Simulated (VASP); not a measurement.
A run of VASP 6.6.1 is set up as follows.

The input INCAR:

```
ALGO = Fast
EDIFF = 1E-6
EDIFFG = -0.005
ENCUT = 600
GGA = CA
IBRION = 2
ISIF = 3
ISMEAR = 0
LASPH = True
LCHARG = False
LREAL = False
LWAVE = False
NELM = 60
NSW = 100
PREC = Accurate
SIGMA = 0.1
```

The input KPOINTS:

```
k-points
0
Gamma
  18 18 6
```

File POSCAR:

```
Ag
1.0
    2.8531214060      0.0000000000      0.0000000000
   -1.4265607030      2.4708756177      0.0000000000
    0.0000000000      0.0000000000      9.1289430119
Ag
4
Direct
    0.3333333333      0.6666666667      0.2500000000
    0.6666666667      0.3333333333      0.7500000000
    0.0000000000      0.0000000000      0.0000000000
    0.0000000000      0.0000000000      0.5000000000
```

Potentials or basis: VASP PAW LDA potentials, release 64 (Ag).

Command:

```bash
$ cat potpaw_LDA.64/Ag/POTCAR > POTCAR
$ mpirun -np 1 vasp_std > vasp.out
```

(1) What does it give for the relaxed volume?

(2) Predict the relaxed cell.

(3) What does it give for the space group after relaxing (to 0.1 Å)?

Results:

(1) 16.04 Å³/atom.

(2) a = 2.831 Å, b = 2.831 Å, c = 9.247 Å, α = 90.00°, β = 90.00°, γ = 120.00°.

(3) P6_3/mmc (No. 194).
